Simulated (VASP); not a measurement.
Here is a VASP 6.6.1 calculation.

The input INCAR:

```
SYSTEM = Se
PREC = Accurate
ENCUT = 520
EDIFF = 1E-6
ISMEAR = -1
SIGMA = 0.1
LREAL = .FALSE.
LASPH = .TRUE.
NELM = 60
ALGO = Normal
ISIF = 2
LWAVE = .FALSE.
LCHARG = .TRUE.
GGA = RE
LELF = .TRUE.
LVHAR = .TRUE.
NBANDS = 16
```

Contents of KPOINTS:

```
regular mesh
0
G
  9 9 10
  0 0 0
```

The input POSCAR:

```
Se
1.0
    4.8288822720      0.0000000000      0.0000000000
   -2.4144411360      4.1819347194      0.0000000000
    0.0000000000      0.0000000000      3.5072911175
Se
3
Direct
    0.0000000000      0.0000000000      0.0000000000
    0.3333333333      0.6666666667      0.5000000000
    0.6666666667      0.3333333333      0.5000000000
```

Potentials or basis: VASP PAW PBE potentials, release 64 (Se).

Launch:

```console
$ cat potpaw_PBE.64/Se/POTCAR > POTCAR
$ mpirun -np 1 vasp_std > vasp.out
```

Problem. Predict the band gap on the k mesh.

Solution. Zero (band 9 reaches 5.17 eV, above the bottom of band 10 at 2.55 eV).

Problem. Predict the pressure.

Solution. -3.9 GPa.

Stress tensor (GPa, compression positive):
```
-4.77  0.00  0.00
 0.00 -4.77  0.00
 0.00  0.00 -2.28
```

Caveat: the PAW data sets were made with another functional, which shifts forces and pressure a little.
